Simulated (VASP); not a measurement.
# B2Te3 (P-62m) in VASP: further runs, part 2 of 2

VASP 6.6.1. The steps go on from the part before.

**4. Single point, PBE**

This run uses another cell than the first one, of 21.92 Å³/atom.

File INCAR:

```
  ALGO = Normal
  EDIFF = 1E-6
  ENCUT = 520
  GGA = PE
  ISIF = 2
  ISMEAR = 0
  LASPH = True
  LCHARG = False
  LREAL = False
  LWAVE = False
  NBANDS = 20
  NELM = 80
  PREC = Accurate
  SIGMA = 0.1
```

File KPOINTS:

```
k-points
0
Gamma
  3 3 6
```

File POSCAR:

```
B2Te3
1.0
    6.2459580736      0.0000000000      0.0000000000
   -3.1229790368      5.4091583627      0.0000000000
    0.0000000000      0.0000000000      3.2439420399
B Te
2 3
Direct
    0.3333333333      0.6666666667      0.5000000000
    0.6666666667      0.3333333333      0.5000000000
    0.3795248459      0.0000000000      0.0000000000
    0.0000000000      0.3795248459      0.0000000000
    0.6204751541      0.6204751541      0.0000000000
```

Potentials or basis: VASP PAW PBE potentials, release 64 (B, Te).

Run with:

```console
$ cat potpaw_PBE.64/B/POTCAR potpaw_PBE.64/Te/POTCAR > POTCAR
$ mpirun -np 1 vasp_std > vasp.out
```

OUTCAR:

```text
EDIFF = 1E-6
   ENCUT = 520
   GGA = PE
   ISIF = 2
   ISMEAR = 0
   LASPH = True
   LREAL = False
   NELM = 80
   PREC = Accurate

 ion  position               nearest neighbor table
   1  0.333  0.667  0.500-   3 2.54   3 2.54   4 2.54   4 2.54   5 2.54   5 2.54
   2  0.667  0.333  0.500-   4 2.54   4 2.54   3 2.54   3 2.54   5 2.54   5 2.54
   3  0.380  0.000  0.000-   1 2.54   1 2.54   2 2.54   2 2.54   5 3.38   4 3.38   5 3.38   4 3.38

   4  0.000  0.380  0.000-   2 2.54   2 2.54   1 2.54   1 2.54   3 3.38   3 3.38   5 3.38   5 3.38

   5  0.620  0.620  0.000-   2 2.54   2 2.54   1 2.54   1 2.54   3 3.38   3 3.38   4 3.38   4 3.38

  LATTYP: Found a hexagonal cell.
 ALAT       =     6.2459580736
 C/A-ratio  =     0.5193666050

  Lattice vectors:

 A1 = (   6.2459580736,   0.0000000000,   0.0000000000)
 A2 = (  -3.1229790368,   5.4091583627,   0.0000000000)
 A3 = (   0.0000000000,   0.0000000000,   3.2439420399)

Analysis of symmetry for initial positions (statically):
=====================================================================
 Subroutine PRICEL returns:
 Original cell was already a primitive cell.

 Routine SETGRP: Setting up the symmetry group for a
 hexagonal supercell.

 Subroutine GETGRP returns: Found 12 space group operations
 (whereof 12 operations were pure point group operations)
 out of a pool of 24 trial point group operations.

The static configuration has the point symmetry D_3h.

Analysis of symmetry for dynamics (positions and initial velocities):
=====================================================================
 Subroutine PRICEL returns:
 Original cell was already a primitive cell.

 Routine SETGRP: Setting up the symmetry group for a
 hexagonal supercell.

 Subroutine GETGRP returns: Found 12 space group operations
 (whereof 12 operations were pure point group operations)
 out of a pool of 24 trial point group operations.
[... 112 lines left out ...]
   IMIX   =      4    mixing-type and parameters
     AMIX     =   0.40;   BMIX     =  1.00
     AMIX_MAG =   1.60;   BMIX_MAG =  1.00
  volume/ion in A,a.u.               =      21.92       147.92
  Fermi-wavevector in a.u.,A,eV,Ry     =   0.986759  1.864705 13.247914  0.973694
  Thomas-Fermi vector in A             =   2.118164
   LORBIT       =      0    0 simple, 1 ext, 2 COOP (PROOUT), +10 PAW based schemes
   GGA     = PE    functional components
   LHFCALC =     F    Hartree Fock is set to
   AEXX    =    0.0000 exact exchange contribution
   IVDW    =     0    specifies the selected vdW correction
   LEPSILON=     F    determine dielectric tensor
   LRPA    =     F    only Hartree local field effects (RPA)
 non-spin polarized calculation
 Gauss-broadening in eV      SIGMA  =   0.10
  energy-cutoff  :      520.00
  volume of cell :      109.60
 maximum number of plane-waves:      2988
 NGX is ok and might be reduce to    48
   NGX = 23   NGY = 23   NGZ = 13

 number of electron      24.0000001 magnetization

 Free energy of the ion-electron system (eV)
  ---------------------------------------------------
  ext. energy  EPLUGINS =         0.00000000
  ---------------------------------------------------
  free energy    TOTEN  =       -18.05075872 eV

  energy without entropy =      -18.02598050  energy(sigma->0) =      -18.03836961

 E-fermi :   6.8039     XC(G=0):  -9.7264

 val. band max:        6.8007452573   @ k =   0.3333   0.3333   0.5000
 cond. band min:       6.8131669863   @ k =   0.3333   0.0000   0.5000
 fundamental gap:      0.0124217290
 Fermi energy:         6.8039205660

 k-point     1 :       0.0000    0.0000    0.0000
  band No.  band energies     occupation
      1      -7.7650      2.00000
      2      -5.0697      2.00000
      3      -5.0697      2.00000
      4      -2.4450      2.00000
      5       1.3186      2.00000
      6       1.3186      2.00000
[... 265 lines left out ...]
     19      10.9719      0.00000
     20      10.9719      0.00000

------------------------ aborting loop because EDIFF is reached ----------------------------------------

  FORCE on cell =-STRESS in cart. coord.  units (eV):
  Direction    XX          YY          ZZ          XY          YZ          ZX
  --------------------------------------------------------------------------------------
  -------------------------------------------------------------------------------------
  Total       -0.0660726     -0.0660726      0.0965206      0.0000000     -0.0000000      0.0000000
  in kB       -0.9658948     -0.9658948      1.4110049      0.0000000     -0.0000000      0.0000000
  external PRESSURE =      -0.1735949 kB  Pullay stress =       0.0000000 kB

 VOLUME and BASIS-vectors are now :
 -----------------------------------------------------------------------------
  energy-cutoff  :      520.00
  volume of cell :      109.60
      direct lattice vectors                 reciprocal lattice vectors
     6.245958074  0.000000000  0.000000000     0.160103540  0.092435822  0.000000000
    -3.122979037  5.409158363  0.000000000     0.000000000  0.184871644  0.000000000
     0.000000000  0.000000000  3.243942040     0.000000000  0.000000000  0.308266913

 POSITION                                       TOTAL-FORCE (eV/Angst)
 -----------------------------------------------------------------------------------
     -0.00000      3.60611      1.62197        -0.000000      0.000000      0.000000
      3.12298      1.80305      1.62197        -0.000000      0.000000      0.000000
      2.37050      0.00000      0.00000        -0.010107      0.000000      0.000000
     -1.18525      2.05291      0.00000         0.005053     -0.008753      0.000000
      1.93773      3.35625      0.00000         0.005053      0.008753      0.000000
 -----------------------------------------------------------------------------------
    total drift:                                0.000001      0.000001     -0.000000

  FREE ENERGIE OF THE ION-ELECTRON SYSTEM (eV)
  ---------------------------------------------------
  free  energy   TOTEN  =       -18.0507587185 eV

  energy  without entropy=      -18.0259804995  energy(sigma->0) =      -18.03836961
```

OSZICAR:

```text
N       E                     dE             d eps       ncg     rms          rms(c)
DAV:   1     0.950283846916E+02    0.95028E+02   -0.92460E+03   480   0.994E+02
DAV:   2    -0.121487199828E+02   -0.10718E+03   -0.10410E+03   644   0.158E+02
DAV:   3    -0.188988399989E+02   -0.67501E+01   -0.66386E+01   580   0.418E+01
DAV:   4    -0.190405479854E+02   -0.14171E+00   -0.14160E+00   676   0.665E+00
DAV:   5    -0.190419446159E+02   -0.13966E-02   -0.13966E-02   588   0.655E-01    0.173E+01
DAV:   6    -0.180294253761E+02    0.10125E+01   -0.42149E+00   540   0.831E+00    0.761E+00
DAV:   7    -0.180515943384E+02   -0.22169E-01   -0.40432E-01   528   0.317E+00    0.615E+00
DAV:   8    -0.180533101032E+02   -0.17158E-02   -0.27952E-02   576   0.979E-01    0.120E+00
DAV:   9    -0.180508218159E+02    0.24883E-02   -0.12113E-02   540   0.492E-01    0.538E-01
DAV:  10    -0.180507391552E+02    0.82661E-04   -0.12824E-03   564   0.190E-01    0.271E-01
DAV:  11    -0.180507550433E+02   -0.15888E-04   -0.12155E-04   624   0.553E-02    0.543E-02
DAV:  12    -0.180507579568E+02   -0.29135E-05   -0.83785E-06   568   0.156E-02    0.222E-02
DAV:  13    -0.180507587185E+02   -0.76178E-06   -0.25787E-06   512   0.817E-03
   1 F= -.18050759E+02 E0= -.18038370E+02  d E =-.247782E-01
```

Wall time 47 s (1 thread of Intel Xeon 8259CL, shared host); peak memory 0.23 GiB.

Results:

* Free energy: -18.0508 eV
* Pressure: 0.0 GPa
* Largest force: 0.010 eV/Å
* Band gap on the k mesh: zero (bands 12 and 13 overlap by 1.97 eV)

Forces on the atoms (eV/Å):
```
B    0.000  0.000  0.000
B    0.000  0.000  0.000
Te  -0.010  0.000  0.000
Te   0.005 -0.009  0.000
Te   0.005  0.009  0.000
```

Stress tensor (GPa, compression positive):
```
-0.10  0.00  0.00
 0.00 -0.10  0.00
 0.00  0.00  0.14
```

Caveat: the k points lie up to 0.39 Å⁻¹ apart, too coarse for converged energies and pressures of a metal; spin-orbit coupling is left out, which moves the levels of the heavy elements.

**5. Single point, PBE**

This run uses another cell than the first one, of 25.09 Å³/atom.

File INCAR:

```
SYSTEM = B2Te3
ALGO = Normal
EDIFF = 1E-6
ENCUT = 520
GGA = PE
ISIF = 2
ISMEAR = 0
LASPH = .True.
LCHARG = .False.
LREAL = .False.
LWAVE = .False.
NBANDS = 20
NELM = 60
PREC = Accurate
SIGMA = 0.1
```

File KPOINTS:

```
k-points
0
Gamma
  6 6 2
  0 0 0
```

File POSCAR:

```
B2Te3
1.0
    5.9185344355      0.0000000053      0.0000000000
   -2.9592672223      5.1256011717      0.0000000000
    0.0000000000      0.0000000000      4.1349780417
B Te
2 3
Direct
    0.3333333333      0.6666666667      0.5000000000
    0.6666666667      0.3333333333      0.5000000000
    0.4058568933      0.0000000000      0.0000000000
    0.0000000000      0.4058568933      0.0000000000
    0.5941431067      0.5941431067      0.0000000000
```

Potentials or basis: VASP PAW PBE potentials, release 64 (B, Te).

Run with:

```console
$ cat potpaw_PBE.64/B/POTCAR potpaw_PBE.64/Te/POTCAR > POTCAR
$ mpirun -np 1 vasp_std > vasp.out
```

OUTCAR:

```text
SYSTEM = B2Te3
   EDIFF = 1E-6
   ENCUT = 520
   GGA = PE
   ISIF = 2
   ISMEAR = 0
   LASPH = .True.
   LREAL = .False.
   NELM = 60
   PREC = Accurate

 ion  position               nearest neighbor table
   1  0.333  0.667  0.500-   3 2.74   3 2.74   4 2.74   4 2.74   5 2.74   5 2.74
   2  0.667  0.333  0.500-   4 2.74   4 2.74   3 2.74   3 2.74   5 2.74   5 2.74
   3  0.406  0.000  0.000-   1 2.74   1 2.74   2 2.74   2 2.74   5 3.11   5 3.11   4 3.11   4 3.11

   4  0.000  0.406  0.000-   2 2.74   2 2.74   1 2.74   1 2.74   5 3.11   5 3.11   3 3.11   3 3.11

   5  0.594  0.594  0.000-   1 2.74   1 2.74   2 2.74   2 2.74   4 3.11   3 3.11   4 3.11   3 3.11

  LATTYP: Found a hexagonal cell.
 ALAT       =     5.9185344355
 C/A-ratio  =     0.6986489792

  Lattice vectors:

 A1 = (   5.9185344355,   0.0000000053,   0.0000000000)
 A2 = (  -2.9592672223,   5.1256011717,   0.0000000000)
 A3 = (   0.0000000000,   0.0000000000,   4.1349780417)

Analysis of symmetry for initial positions (statically):
=====================================================================
 Subroutine PRICEL returns:
 Original cell was already a primitive cell.

 Routine SETGRP: Setting up the symmetry group for a
 hexagonal supercell.

 Subroutine GETGRP returns: Found 12 space group operations
 (whereof 12 operations were pure point group operations)
 out of a pool of 24 trial point group operations.

The static configuration has the point symmetry D_3h.

Analysis of symmetry for dynamics (positions and initial velocities):
=====================================================================
 Subroutine PRICEL returns:
 Original cell was already a primitive cell.

[... 117 lines left out ...]
   ISMEAR =     0;   SIGMA  =   0.10  broadening in eV -4-tet -1-fermi 0-gaus
   EFERMI_NEDOS =   21; number of points for ismear=-14 and -15
   IALGO  =     38    algorithm
   IMIX   =      4    mixing-type and parameters
     AMIX     =   0.40;   BMIX     =  1.00
     AMIX_MAG =   1.60;   BMIX_MAG =  1.00
  volume/ion in A,a.u.               =      25.09       169.30
  Fermi-wavevector in a.u.,A,eV,Ry     =   0.943339  1.782652 12.107671  0.889889
  Thomas-Fermi vector in A             =   2.071037
   LORBIT       =      0    0 simple, 1 ext, 2 COOP (PROOUT), +10 PAW based schemes
   GGA     = PE    functional components
   LHFCALC =     F    Hartree Fock is set to
   AEXX    =    0.0000 exact exchange contribution
   IVDW    =     0    specifies the selected vdW correction
   LEPSILON=     F    determine dielectric tensor
   LRPA    =     F    only Hartree local field effects (RPA)
 non-spin polarized calculation
 Gauss-broadening in eV      SIGMA  =   0.10
  energy-cutoff  :      520.00
  volume of cell :      125.44
 maximum number of plane-waves:      3402
 NGX is ok and might be reduce to    48
   NGX = 21   NGY = 21   NGZ = 15

 number of electron      23.9999998 magnetization

 Free energy of the ion-electron system (eV)
  ---------------------------------------------------
  ext. energy  EPLUGINS =         0.00000000
  ---------------------------------------------------
  free energy    TOTEN  =       -15.76243439 eV

  energy without entropy =      -15.74249140  energy(sigma->0) =      -15.75246290

 E-fermi :   5.1973     XC(G=0):  -9.0985

 val. band max:        5.1650270932   @ k =   0.0000   0.0000   0.0000
 cond. band min:       5.2038937371   @ k =   0.0000   0.0000   0.0000
 fundamental gap:      0.0388666439
 Fermi energy:         5.1972571882

 k-point     1 :       0.0000    0.0000    0.0000
  band No.  band energies     occupation
      1      -8.5460      2.00000
      2      -5.0096      2.00000
      3      -5.0096      2.00000
      4      -2.6773      2.00000
      5       0.8524      2.00000
      6       0.8524      2.00000
[... 311 lines left out ...]
     19       9.7803      0.00000
     20       9.7803      0.00000

------------------------ aborting loop because EDIFF is reached ----------------------------------------

  FORCE on cell =-STRESS in cart. coord.  units (eV):
  Direction    XX          YY          ZZ          XY          YZ          ZX
  --------------------------------------------------------------------------------------
  -------------------------------------------------------------------------------------
  Total       -0.0293045     -0.0293045     -0.0104246     -0.0000000     -0.0000000      0.0000000
  in kB       -0.3742944     -0.3742944     -0.1331487     -0.0000000     -0.0000000      0.0000000
  external PRESSURE =      -0.2939125 kB  Pullay stress =       0.0000000 kB

 VOLUME and BASIS-vectors are now :
 -----------------------------------------------------------------------------
  energy-cutoff  :      520.00
  volume of cell :      125.44
      direct lattice vectors                 reciprocal lattice vectors
     5.918534435  0.000000005  0.000000000     0.168960747  0.097549533  0.000000000
    -2.959267222  5.125601172  0.000000000    -0.000000000  0.195099066  0.000000000
     0.000000000  0.000000000  4.134978042     0.000000000  0.000000000  0.241839253

 POSITION                                       TOTAL-FORCE (eV/Angst)
 -----------------------------------------------------------------------------------
     -0.00000      3.41707      2.06749         0.000000     -0.000000      0.000000
      2.95927      1.70853      2.06749         0.000000     -0.000000      0.000000
      2.40208      0.00000      0.00000        -0.002267     -0.000000      0.000000
     -1.20104      2.08026      0.00000         0.001134     -0.001964      0.000000
      1.75823      3.04534      0.00000         0.001134      0.001964     -0.000000
 -----------------------------------------------------------------------------------
    total drift:                               -0.000000     -0.000000     -0.000000

  FREE ENERGIE OF THE ION-ELECTRON SYSTEM (eV)
  ---------------------------------------------------
  free  energy   TOTEN  =       -15.7624343923 eV

  energy  without entropy=      -15.7424914013  energy(sigma->0) =      -15.75246290
```

OSZICAR:

```text
N       E                     dE             d eps       ncg     rms          rms(c)
DAV:   1     0.922918691336E+02    0.92292E+02   -0.92204E+03   560   0.983E+02
DAV:   2    -0.932287210509E+01   -0.10161E+03   -0.98650E+02   768   0.153E+02
DAV:   3    -0.159611487199E+02   -0.66383E+01   -0.65566E+01   668   0.403E+01
DAV:   4    -0.161169411520E+02   -0.15579E+00   -0.15546E+00   828   0.673E+00
DAV:   5    -0.161179459881E+02   -0.10048E-02   -0.10046E-02   672   0.574E-01    0.137E+01
DAV:   6    -0.157722374188E+02    0.34571E+00   -0.97088E-01   652   0.444E+00    0.796E+00
DAV:   7    -0.157629217864E+02    0.93156E-02   -0.11069E-01   596   0.174E+00    0.449E+00
DAV:   8    -0.157630728243E+02   -0.15104E-03   -0.20473E-02   668   0.723E-01    0.487E-01
DAV:   9    -0.157620921765E+02    0.98065E-03   -0.41200E-03   612   0.310E-01    0.319E-01
DAV:  10    -0.157623711687E+02   -0.27899E-03   -0.81191E-04   660   0.148E-01    0.584E-02
DAV:  11    -0.157624010380E+02   -0.29869E-04   -0.57036E-05   752   0.375E-02    0.245E-02
DAV:  12    -0.157624311635E+02   -0.30125E-04   -0.68157E-05   616   0.346E-02    0.212E-02
DAV:  13    -0.157624329382E+02   -0.17747E-05   -0.21625E-06   728   0.724E-03    0.220E-02
DAV:  14    -0.157624340136E+02   -0.10755E-05   -0.82827E-07   504   0.402E-03    0.627E-03
DAV:  15    -0.157624343923E+02   -0.37867E-06   -0.38133E-07   408   0.295E-03
   1 F= -.15762434E+02 E0= -.15752463E+02  d E =-.199430E-01
```

stdout:

```text
POSCAR found type information on POSCAR B Te
 POSCAR found :  2 types and       5 ions
 scaLAPACK will be used
 LDA part: xc-table for (Slater+PW92), standard interpolation
 POSCAR, INCAR and KPOINTS ok, starting setup
 FFT: planning ... GRIDC
 FFT: planning ... GRID_SOFT
 FFT: planning ... GRID
 WAVECAR not read
 entering main loop
```

Wall time 83 s (1 thread of Intel Xeon 8259CL, shared host); peak memory 0.25 GiB.

What came out:

```yaml
Free_energy: -15.7624 eV
Pressure: 0.0 GPa
Band_gap_on_the_k_mesh: zero (bands 12 and 13 overlap by 0.93 eV)
```

Forces in eV/Å, atoms in the order of the input:
```
B    0.000  0.000  0.000
B    0.000  0.000  0.000
Te  -0.002  0.000  0.000
Te   0.001 -0.002  0.000
Te   0.001  0.002  0.000
```

Caveat: the k points lie up to 0.76 Å⁻¹ apart, too coarse for converged energies and pressures of a metal; spin-orbit coupling is left out, which moves the levels of the heavy elements.

**6. Overview**

| cell | k mesh | gap on the mesh (eV) | pressure (GPa) | largest force (eV/Å) |
| --- | --- | --- | --- | --- |
| a = 6.260, b = 6.260, c = 3.198 Å, angles 90.0, 90.0, 120.0°, 5 atoms, atomic positions A | 3 × 3 × 4 | none | -0.1 | 0.01 |
| a = 6.246, b = 6.246, c = 3.244 Å, angles 90.0, 90.0, 120.0°, 5 atoms, atomic positions B | 3 × 3 × 6 | none | 0.0 | 0.01 |
| a = 5.919, b = 5.919, c = 4.135 Å, angles 90.0, 90.0, 120.0°, 5 atoms, atomic positions C | 6 × 6 × 2 | none | 0.0 | - |

Alike in all rows: task single point; level PBE; potentials or basis VASP PAW PBE potentials, release 64 (B, Te); no spin polarisation; cutoff (eV) 520; smearing gaussian 0.1 eV.

Caveats: all runs use coarse meshes; spin-orbit coupling is left out, which moves the levels of the heavy elements.

Total energies depend on the potentials used, so only differences within one code and one set of settings carry meaning.

The gap in the log of VASP goes by the Fermi energy; the results here count the filled bands.